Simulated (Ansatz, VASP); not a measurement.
**Two plane-wave programs on InSb**

```
In Sb
1.0
     0.00000    3.37790    3.17185
     3.37790    0.00000    3.17185
     3.37790    3.37790    0.00000
In Sb
1 1
Direct
  0.00000 0.00000 0.00000
  0.25000 0.25000 0.25000
```

Change from the starting cell: epitaxial_xy strain +3.0%.

Alike in both runs: task single point; functional HSE06; k mesh 4 × 4 × 4; occupations fermi-dirac, width 0.02 eV; no spin polarisation.

|  | VASP | Ansatz |
| --- | --- | --- |
| version | VASP 6.6.1 | Ansatz 0.2.0 |
| potentials or method | VASP PAW PBE potentials, release 64 (In_d, Sb) | plane waves, PAW |
| plane-wave cutoff (eV) | 520 | 420 |
| valence electrons in the cell | 18 | 28 |

```tsv
	VASP	Ansatz	Ansatz less VASP
pressure (GPa)	-1.2	-0.8	+0.42
traceless stress, the component that is largest in VASP (GPa)	1.07	1.04	-0.034
```

With one functional, cell and mesh, what is left measures potentials, basis and numerics. VASP's potentials hold 18 valence electrons a cell and Ansatz's 28, so a difference there can come from the potentials and not from the codes. Ansatz's warnings: stress exchange threshold loose, stress scf threshold loose.

Neither program's run includes spin-orbit coupling.
